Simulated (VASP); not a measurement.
Input of a VASP 6.6.1 run:

File INCAR:

```
ALGO     = Normal         # electronic algorithm
EDIFF    = 1E-7           # SCF threshold, eV
ENCUT    = 520            # plane-wave cutoff, eV
GGA      = PE             # functional
ISIF     = 2              # what is computed and relaxed
ISMEAR   = 0              # smearing method
IVDW     = 12             # dispersion correction
LASPH    = T              # aspherical terms in the spheres
LCHARG   = T              # write CHGCAR
LELF     = T              # ELF
LREAL    = F              # projectors in reciprocal space
LVHAR    = T            
LWAVE    = F              # write WAVECAR
NBANDS   = 11             # bands
NELM     = 60             # most SCF steps
PREC     = Accurate       # precision mode
SIGMA    = 0.03           # smearing width, eV
```

KPOINTS

```
k-points
0
Gamma
  16 16 16
```

The input POSCAR:

```
C
1.0
    0.0000000000      2.0905313474      3.3285103516
    1.2076129663      0.0000000000      3.3285103516
    1.2076129663      2.0905313474      0.0000000000
C
2
Direct
    0.1930543001      0.8069456999      0.1930543001
    0.8069456999      0.1930543001      0.8069456999
```

Potentials or basis: VASP PAW PBE potentials, release 64 (C).

Launch:

```sh
$ cat potpaw_PBE.64/C/POTCAR > POTCAR
$ mpirun -np 1 vasp_std > vasp.out
```

(1) Estimate the largest force.

(2) Predict the pressure.

Results:

(1) 8.932 eV/Å.

(2) 39.4 GPa.

Caveat: pairwise dispersion overbinds metals, which lowers pressure and volume; forces of over 1 eV/Å act on the atoms, so gaps and moduli don't describe the material at rest.
